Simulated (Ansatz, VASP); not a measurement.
Given: the input of a run of Ansatz 0.2.0 on Pb.

Contents of input.yaml:

```yaml
crystal:
  lattice:
    - [3.5934889096, 0.0, 0.0]
    - [-1.7967444549, 3.112052684, 0.0]
    - [0.0, 0.0, 11.7206959463]
  atoms:
    - { symbol: Pb, position: [0.6666666667, 0.3333333333, 0.75] }
    - { symbol: Pb, position: [0.0, 0.0, 0.5] }
    - { symbol: Pb, position: [0.3333333333, 0.6666666667, 0.25] }
    - { symbol: Pb, position: [0.0, 0.0, 0.0] }
kpoints:
  mp_grid: { grid: [9, 9, 3] }
scf:
  occupations: { method: fermi_dirac, width: 0.05 }
hamiltonian:
  xc: pbesol
  pseudopotentials: { kind: all_electron, lapw: { basis_error: 0.001 } }
output:
  forces: true
  stress: true
  eigenvalues: true
```

Potentials or basis: all-electron LAPW, scalar-relativistic.

The run is started by

```console
$ ansatz run input.yaml --threads 2 --pin off --max-ram 8192MiB --backend cpu --events-out ev --progress --plain --runs-dir out
```

**Question.** Set up the same calculation for VASP 6.6.1. Potentials there: VASP PAW PBE potentials, release 64 (Pb_d).

**Answer.** As run (the cutoff follows the program's own potentials):

INCAR

```
SYSTEM = Pb
PREC = Accurate
ENCUT = 520
EDIFF = 1E-7
ISMEAR = -1
SIGMA = 0.05
LREAL = .False.
LASPH = .True.
NELM = 60
ALGO = Fast
ISIF = 2
LWAVE = .False.
LCHARG = .True.
GGA = PS
LELF = .True.
LVHAR = .True.
NBANDS = 36
```

File KPOINTS:

```
Automatic mesh
0
Gamma
  9 9 3
  0 0 0
```

File POSCAR:

```
Pb
1.0
    3.5934889096      0.0000000000      0.0000000000
   -1.7967444549      3.1120526840      0.0000000000
    0.0000000000      0.0000000000     11.7206959463
Pb
4
Direct
    0.6666666667      0.3333333333      0.7500000000
    0.0000000000      0.0000000000      0.5000000000
    0.3333333333      0.6666666667      0.2500000000
    0.0000000000      0.0000000000      0.0000000000
```

Potentials or basis: VASP PAW PBE potentials, release 64 (Pb_d).

Run with:

```bash
$ cat potpaw_PBE.64/Pb_d/POTCAR > POTCAR
$ mpirun -np 1 vasp_std > vasp.out
```

Both were run:

|  | VASP | Ansatz | Ansatz less VASP |
| --- | --- | --- | --- |
| gap on the k mesh at the Fermi level (eV) | none | none | - |
| pressure (GPa) | -3.7 | -3.6 | +0.08 |
| traceless stress, the component that is largest in VASP (GPa) | 0.20 | 0.20 | +0.004 |

VASP's potentials were made for PBE, not for PBEsol. A gap of «none» marks a metal or a gap that the smearing closes. Ansatz ran all-electron here, and VASP with PAW potentials.

Neither program's run includes spin-orbit coupling.
